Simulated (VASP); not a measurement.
# Re (P6/mmm) in VASP: further runs

Runs on Re. Level: PBE. Tasks: single point, relaxation of shape and atoms at fixed volume.

Program: VASP 6.6.1. These are calculated values, not measurements. Logs are shortened: lines on timing, memory, paths and dates and some standing lists are left out, and cuts for length are marked.

## 1. The cell of the first run

Symmetry: P6/mmm, No. 191, hexagonal system. The conventional cell has a = 2.505 Å, b = 2.505 Å, c = 2.254 Å, α = 90.00°, β = 90.00°, γ = 120.00°. Re (site symmetry 6/mmm) has 8 Re at 2.25 to 2.51 Å within 3.0 Å.

This isn't the form of Re at room conditions, which is hcp.

## 2. Single point, PBE (12.25 Å³/atom)

Contents of INCAR:

```
  ALGO = Normal
  EDIFF = 1E-6
  ENCUT = 520
  GGA = PE
  ISIF = 2
  ISMEAR = -1
  LASPH = True
  LCHARG = True
  LELF = True
  LREAL = False
  LVHAR = True
  LWAVE = False
  NBANDS = 10
  NELM = 80
  PREC = Accurate
  SIGMA = 0.08
```

Contents of KPOINTS:

```
k-points
0
Gamma
  16 16 15
```

Contents of POSCAR:

```
Re
1.0
    2.5054259570      0.0000000000      0.0000000000
   -1.2527129784      2.1697625260      0.0000000000
    0.0000000000      0.0000000000      2.2542782086
Re
1
Direct
    0.0000000000      0.0000000000      0.0000000000
```

Potentials or basis: VASP PAW PBE potentials, release 64 (Re).

Run with:

```sh
cat potpaw_PBE.64/Re/POTCAR > POTCAR
mpirun -np 1 vasp_std > vasp.out
```

OUTCAR:

```text
EDIFF = 1E-6
   ENCUT = 520
   GGA = PE
   ISIF = 2
   ISMEAR = -1
   LASPH = True
   LREAL = False
   NELM = 80
   PREC = Accurate

 ion  position               nearest neighbor table
   1  0.000  0.000  0.000-

  LATTYP: Found a hexagonal cell.
 ALAT       =     2.5054259570
 C/A-ratio  =     0.8997584631

  Lattice vectors:

 A1 = (   2.5054259570,   0.0000000000,   0.0000000000)
 A2 = (  -1.2527129784,   2.1697625260,   0.0000000000)
 A3 = (   0.0000000000,   0.0000000000,   2.2542782086)

Analysis of symmetry for initial positions (statically):
=====================================================================
 Subroutine PRICEL returns:
 Original cell was already a primitive cell.

 Routine SETGRP: Setting up the symmetry group for a
 hexagonal supercell.

 Subroutine GETGRP returns: Found 24 space group operations
 (whereof 24 operations were pure point group operations)
 out of a pool of 24 trial point group operations.

The static configuration has the point symmetry D_6h.

Analysis of symmetry for dynamics (positions and initial velocities):
=====================================================================
 Subroutine PRICEL returns:
 Original cell was already a primitive cell.

 Routine SETGRP: Setting up the symmetry group for a
 hexagonal supercell.

 Subroutine GETGRP returns: Found 24 space group operations
 (whereof 24 operations were pure point group operations)
 out of a pool of 24 trial point group operations.

The dynamic configuration has the point symmetry D_6h.

 Subroutine INISYM returns: Found 24 space group operations
 (whereof 24 operations are pure point group operations),
 and found     1 'primitive' translations

----------------------------------------------------------------------------------------

                                     Primitive cell

  volume of cell :      12.2547

  direct lattice vectors                    reciprocal lattice vectors
     2.505425957  0.000000000  0.000000000     0.399133727  0.230439965  0.000000000
    -1.252712978  2.169762526  0.000000000     0.000000000  0.460879929  0.000000000
     0.000000000  0.000000000  2.254278209     0.000000000  0.000000000  0.443600970

  length of vectors
     2.505425957  2.505425957  2.254278209     0.460879929  0.460879929  0.443600970

  position of ions in fractional coordinates (direct lattice)
     0.000000000  0.000000000  0.000000000

  ion indices of the primitive-cell ions
[... 77 lines left out ...]
   NSW    =      0    number of steps for IOM
   IBRION =     -1    ionic relax: 0-MD 1-quasi-New 2-CG
   NFREE  =      0    steps in history (QN), initial steepest desc. (CG)
   ISIF   =      2    stress and relaxation
   ISYM   =      2    0-nonsym 1-usesym 2-fastsym
   POTIM  = 0.5000    time-step for ionic-motion
   TEBEG  =    0.0;   TEEND  =   0.0 temperature during run
   PSTRESS=    0.0 pullay stress
   NELECT =       7.0000    total number of electrons
   NUPDOWN=      -1.0000    fix difference up-down
   EMIN   =  10.00;   EMAX   =-10.00  energy-range for DOS
   EFERMI =   0.00;   METHOD = LEGACY
   ISMEAR =    -1;   SIGMA  =   0.08  broadening in eV -4-tet -1-fermi 0-gaus
   EFERMI_NEDOS =   21; number of points for ismear=-14 and -15
   IALGO  =     38    algorithm
   IMIX   =      4    mixing-type and parameters
     AMIX     =   0.40;   BMIX     =  1.00
     AMIX_MAG =   1.60;   BMIX_MAG =  1.00
  volume/ion in A,a.u.               =      12.25        82.70
  Fermi-wavevector in a.u.,A,eV,Ry     =   1.358336  2.566882 25.103777  1.845076
  Thomas-Fermi vector in A             =   2.485178
   LORBIT       =      0    0 simple, 1 ext, 2 COOP (PROOUT), +10 PAW based schemes
   GGA     = PE    functional components
   LHFCALC =     F    Hartree Fock is set to
   AEXX    =    0.0000 exact exchange contribution
   IVDW    =     0    specifies the selected vdW correction
   LEPSILON=     F    determine dielectric tensor
   LRPA    =     F    only Hartree local field effects (RPA)
 non-spin polarized calculation
  energy-cutoff  :      520.00
  volume of cell :       12.25
 maximum number of plane-waves:       344
 NGX is ok and might be reduce to    20
   NGX =  9   NGY =  9   NGZ =  9

 number of electron       6.9999999 magnetization

 Free energy of the ion-electron system (eV)
  ---------------------------------------------------
  ext. energy  EPLUGINS =         0.00000000
  ---------------------------------------------------
  free energy    TOTEN  =        -9.92770399 eV

  energy without entropy =       -9.91048033  energy(sigma->0) =       -9.91909216

 E-fermi :  11.1133     XC(G=0): -14.6534

 val. band max:       11.1128786323   @ k =   0.2500   0.0625   0.2000
 cond. band min:      11.1189632701   @ k =   0.3125   0.0625   0.2667
 fundamental gap:      0.0060846378
 Fermi energy:        11.1132718522

 k-point     1 :       0.0000    0.0000    0.0000
  band No.  band energies     occupation
      1      -0.6194      2.00000
      2       2.9988      2.00000
      3       8.1365      2.00000
      4       8.1365      2.00000
      5      16.9504      0.00000
      6      16.9504      0.00000
      7      24.4688      0.00000
      8      30.4973      0.00000
      9      35.3913      0.00000
     10      35.3914      0.00000
[... 287 lines left out ...]
 k-point    24 :       0.2500    0.1875    0.0000
  band No.  band energies     occupation
      1       3.7031      2.00000
      2       4.8889      2.00000
      3       6.5546      2.00000
      4      12.8426      0.00000
      5      15.1907      0.00000
      6      15.8446      0.00000
      7      23.6902      0.00000
      8      26.0304      0.00000
      9      33.5439      0.00000
     10      39.1752      0.00000

 [... further k-points ...]

------------------------ aborting loop because EDIFF is reached ----------------------------------------

  FORCE on cell =-STRESS in cart. coord.  units (eV):
  Direction    XX          YY          ZZ          XY          YZ          ZX
  --------------------------------------------------------------------------------------
  -------------------------------------------------------------------------------------
  Total       11.7794354     11.7794354     10.7249159      0.0000000      0.0000000      0.0000000
  in kB     1540.0462620   1540.0462619   1402.1781209      0.0000001      0.0000000      0.0000000
  external PRESSURE =    1494.0902149 kB  Pullay stress =       0.0000000 kB

 VOLUME and BASIS-vectors are now :
 -----------------------------------------------------------------------------
  energy-cutoff  :      520.00
  volume of cell :       12.25
      direct lattice vectors                 reciprocal lattice vectors
     2.505425957  0.000000000  0.000000000     0.399133727  0.230439965  0.000000000
    -1.252712978  2.169762526  0.000000000     0.000000000  0.460879929  0.000000000
     0.000000000  0.000000000  2.254278209     0.000000000  0.000000000  0.443600970

 POSITION                                       TOTAL-FORCE (eV/Angst)
 -----------------------------------------------------------------------------------
      0.00000      0.00000      0.00000         0.000000      0.000000      0.000000
 -----------------------------------------------------------------------------------
    total drift:                               -0.000000     -0.000000      0.000000

  FREE ENERGIE OF THE ION-ELECTRON SYSTEM (eV)
  ---------------------------------------------------
  free  energy   TOTEN  =        -9.9277039917 eV

  energy  without entropy=       -9.9104803319  energy(sigma->0) =       -9.91909216
```

Run time: 42 s. Hardware: 1 thread of Intel Xeon 8259CL, shared host; peak memory 0.15 GiB.

What came out:

```
Free energy            : -9.9277 eV
Pressure               : 149.4 GPa
Band gap on the k mesh : zero (an odd number of electrons rules out a gap without spin polarisation)
```

Caveat: the stress differs along the axes, from 140 to 154 GPa; spin-orbit coupling is left out, which moves the levels of the heavy elements.

## 3. Relaxation of shape and atoms at fixed volume, PBE

Contents of INCAR:

```
SYSTEM = Re
  ALGO = Normal
  EDIFF = 1E-6
  EDIFFG = -0.005
  ENCUT = 600
  GGA = PE
  IBRION = 2
  ISIF = 4
  ISMEAR = -1
  LASPH = .TRUE.
  LCHARG = .FALSE.
  LREAL = .FALSE.
  LWAVE = .FALSE.
  NELM = 100
  NSW = 50
  PREC = Accurate
  SIGMA = 0.08
```

Contents of KPOINTS:

```
k-points
0
G
  16 16 15
  0 0 0
```

Contents of POSCAR:

```
Re
1.0
    2.5113995195      0.0000000000      0.0000000000
   -1.2556997597      2.1749357829      0.0000000000
    0.0000000000      0.0000000000      2.2435670042
Re
1
Direct
    0.0000000000      0.0000000000      0.0000000000
```

Potentials or basis: VASP PAW PBE potentials, release 64 (Re).

Run with:

```sh
cat potpaw_PBE.64/Re/POTCAR > POTCAR
mpirun -np 1 vasp_std > vasp.out
```

Run time: 59 s. Hardware: 1 thread of Intel Xeon 8259CL, shared host; peak memory 0.15 GiB.

The run converged. Its results:

- Free energy: -9.9313 eV
- Energy gained by relaxing: 0.4 meV/atom
- Ionic steps: 3
- Pressure after relaxing: 149.2 GPa
- Band gap on the k mesh: zero (an odd number of electrons rules out a gap without spin polarisation)

Step by step:
| step | energy change (eV) | largest force (eV/Å) | pressure (GPa) | volume (Å³) |
| --- | --- | --- | --- | --- |
| 1 | 0.0000 | 0.0000 | 149.29 | 12.25 |
| 2 | 0.0052 | 0.0000 | 149.00 | 12.25 |
| 3 | -0.0004 | 0.0000 | 149.20 | 12.25 |

Final structure:
```
Re
1.0
     2.51444    0.00000    0.00000
    -1.25722    2.17757    0.00000
     0.00000    0.00000    2.23814
Re
1
Direct
  0.00000 0.00000 0.00000
```

Levels at points of the mesh, in eV from the Fermi level:
```tsv
k point	band 1	band 2	band 3	band 4	band 5	band 6
(0.00, 0.00, 0.00)	-11.72	-8.16	-3.00	-3.00	5.91	5.91
(0.50, 0.00, 0.00)	-8.95	-6.83	-0.23	1.04	4.83	5.49
```

Caveat: spin-orbit coupling is left out, which moves the levels of the heavy elements.

## 4. Relaxation of shape and atoms at fixed volume, PBE

This run uses another cell than the first one, of 13.89 Å³/atom.

Contents of INCAR:

```
SYSTEM = Re
ALGO = Normal
EDIFF = 1E-6
EDIFFG = -0.005
ENCUT = 600
GGA = PE
IBRION = 2
ISIF = 4
ISMEAR = -1
LASPH = .TRUE.
LCHARG = .FALSE.
LREAL = .FALSE.
LWAVE = .FALSE.
NELM = 60
NSW = 50
PREC = Accurate
SIGMA = 0.08
```

KPOINTS is that of step 3.

Contents of POSCAR:

```
Re
1.0
    2.6183941837      0.0000000000      0.0000000000
   -1.3091970918      2.2675958802      0.0000000000
    0.0000000000      0.0000000000      2.3391510387
Re
1
Direct
    0.0000000000      0.0000000000      0.0000000000
```

Potentials or basis: VASP PAW PBE potentials, release 64 (Re).

Run with:

```sh
cat potpaw_PBE.64/Re/POTCAR > POTCAR
mpirun -np 1 vasp_std > vasp.out
```

OUTCAR:

```text
SYSTEM = Re
   EDIFF = 1E-6
   EDIFFG = -0.005
   ENCUT = 600
   GGA = PE
   IBRION = 2
   ISIF = 4
   ISMEAR = -1
   LASPH = .TRUE.
   LREAL = .FALSE.
   NELM = 60
   NSW = 50
   PREC = Accurate

 ion  position               nearest neighbor table
   1  0.000  0.000  0.000-

  LATTYP: Found a hexagonal cell.
 ALAT       =     2.6183941837
 C/A-ratio  =     0.8933532824

  Lattice vectors:

 A1 = (   2.6183941837,   0.0000000000,   0.0000000000)
 A2 = (  -1.3091970918,   2.2675958802,   0.0000000000)
 A3 = (   0.0000000000,   0.0000000000,   2.3391510387)

Analysis of symmetry for initial positions (statically):
=====================================================================
 Subroutine PRICEL returns:
 Original cell was already a primitive cell.

 Routine SETGRP: Setting up the symmetry group for a
 hexagonal supercell.

 Subroutine GETGRP returns: Found 24 space group operations
 (whereof 24 operations were pure point group operations)
 out of a pool of 24 trial point group operations.

The static configuration has the point symmetry D_6h.

Analysis of symmetry for dynamics (positions and initial velocities):
=====================================================================
 Subroutine PRICEL returns:
 Original cell was already a primitive cell.

 Routine SETGRP: Setting up the symmetry group for a
 hexagonal supercell.

 Subroutine GETGRP returns: Found 24 space group operations
 (whereof 24 operations were pure point group operations)
 out of a pool of 24 trial point group operations.

The dynamic configuration has the point symmetry D_6h.

 Subroutine INISYM returns: Found 24 space group operations
 (whereof 24 operations are pure point group operations),
 and found     1 'primitive' translations

----------------------------------------------------------------------------------------
[... 122 lines left out ...]
 conjugate gradient relaxation of ions
 non-spin polarized calculation
  energy-cutoff  :      600.00
  volume of cell :       13.89
 maximum number of plane-waves:       477
 NGX is ok and might be reduce to    24
   NGX = 11   NGY = 11   NGZ =  9

--------------------------------------- Ionic step        1  -------------------------------------------

 number of electron       7.0000001 magnetization

 Free energy of the ion-electron system (eV)
  ---------------------------------------------------
  ext. energy  EPLUGINS =         0.00000000
  ---------------------------------------------------
  free energy    TOTEN  =       -10.98003947 eV

  energy without entropy =      -10.95685838  energy(sigma->0) =      -10.96844893

------------------------ aborting loop because EDIFF is reached ----------------------------------------

  FORCE on cell =-STRESS in cart. coord.  units (eV):
  Direction    XX          YY          ZZ          XY          YZ          ZX
  --------------------------------------------------------------------------------------
  -------------------------------------------------------------------------------------
  Total        5.6358504      5.6358504      5.4866796      0.0000000      0.0000000     -0.0000000
  in kB      650.1462893    650.1462893    632.9380917      0.0000000      0.0000000     -0.0000000
  external PRESSURE =     644.4102234 kB  Pullay stress =       0.0000000 kB
[... 57 lines left out ...]
--------------------------------------- Ionic step        3  -------------------------------------------

 number of electron       7.0000001 magnetization

 Free energy of the ion-electron system (eV)
  ---------------------------------------------------
  ext. energy  EPLUGINS =         0.00000000
  ---------------------------------------------------
  free energy    TOTEN  =       -10.98012868 eV

  energy without entropy =      -10.95715998  energy(sigma->0) =      -10.96864433

 E-fermi :   9.2777     XC(G=0): -13.9429

 val. band max:        9.2697298098   @ k =   0.3750   0.1875   0.2000
 cond. band min:       9.2920309935   @ k =   0.4375   0.1250   0.2667
 fundamental gap:      0.0223011836
 Fermi energy:         9.2776825193

 k-point     1 :       0.0000    0.0000    0.0000
  band No.  band energies     occupation
      1      -1.4973      2.00000
      2       2.3297      2.00000
      3       6.8487      2.00000
      4       6.8487      2.00000
      5      14.2302      0.00000
      6      14.2302      0.00000
      7      22.6137      0.00000
[... 221 lines left out ...]
 k-point    24 :       0.2500    0.1875    0.0000
  band No.  band energies     occupation
      1       2.5006      2.00000
      2       3.9614      2.00000
      3       5.1713      2.00000
      4      11.0201      0.00000
      5      12.8749      0.00000
      6      13.3018      0.00000
      7      20.3063      0.00000

 [... further k-points ...]

------------------------ aborting loop because EDIFF is reached ----------------------------------------

  FORCE on cell =-STRESS in cart. coord.  units (eV):
  Direction    XX          YY          ZZ          XY          YZ          ZX
  --------------------------------------------------------------------------------------
  -------------------------------------------------------------------------------------
  Total        5.5824740      5.5824740      5.5848515      0.0000000      0.0000000      0.0000000
  in kB      643.9888362    643.9888362    644.2631061      0.0000000      0.0000000      0.0000000
  external PRESSURE =     644.0802595 kB  Pullay stress =       0.0000000 kB
[... 16 lines left out ...]
  FREE ENERGIE OF THE ION-ELECTRON SYSTEM (eV)
  ---------------------------------------------------
  free  energy   TOTEN  =       -10.9801286840 eV

  energy  without entropy=      -10.9571599785  energy(sigma->0) =      -10.96864433

 reached required accuracy - stopping structural energy minimisation
```

Run time: 61 s. Hardware: 1 thread of Intel Xeon 8259CL, shared host; peak memory 0.16 GiB.

What came out:

- Free energy: -10.9801 eV
- Energy gained by relaxing: 0.1 meV/atom
- Ionic steps: 3
- Pressure after relaxing: 64.4 GPa
- Band gap on the k mesh: zero (an odd number of electrons rules out a gap without spin polarisation)

Final structure:
```
Re
1.0
     2.61995    0.00000    0.00000
    -1.30998    2.26895    0.00000
     0.00000    0.00000    2.33636
Re
1
Direct
  0.00000 0.00000 0.00000
```

Caveat: spin-orbit coupling is left out, which moves the levels of the heavy elements.

[end of part 1 of 2]

The gap in the log of VASP goes by the Fermi energy; the results here count the filled bands.